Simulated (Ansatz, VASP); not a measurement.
**One calculation of VN, two programs**

```
V N
1.0
     0.00000    2.06246    2.06246
     2.06246    0.00000    2.06246
     2.06246    2.06246    0.00000
V N
1 1
Cartesian
  0.0000 0.0000 0.0000
  2.0625 2.0625 2.0625
```

Alike in both runs: task single point; functional LDA; k mesh 4 × 4 × 4; occupations gaussian, width 0.1 eV; collinear spin.

|  | VASP | Ansatz |
| --- | --- | --- |
| version | VASP 6.6.1 | Ansatz 0.2.0 |
| potentials or method | VASP PAW LDA potentials, release 64 (V_sv, N), cutoff 600 eV | scalar-relativistic, plane waves, PAW |
| valence electrons in the cell | 18 | 18 |

Ansatz gave:

| Property | Result |
| --- | --- |
| gap on the k mesh at the Fermi level (eV) | none |
| pressure (GPa) | -19.4 |
| net moment per atom (μB) | 0.15 |
| size of the moment on the site where the two differ most (μB) | 0.25 |

Question: What did VASP give for the same quantities?

Answer: gap on the k mesh at the Fermi level (eV): none; pressure (GPa): -18.4; net moment per atom (μB): 0.15; size of the moment on the site where the two differ most (μB): 0.29.

LDA's correlation is that of Perdew and Zunger in VASP and of Perdew and Wang (1992) in Ansatz. Site moments also hang on the region over which each program counts them. A gap of «none» marks a metal or a gap that the smearing closes. Ansatz's warnings: stress scf threshold loose.

The k mesh is coarse, so the values compare programs but aren't converged.
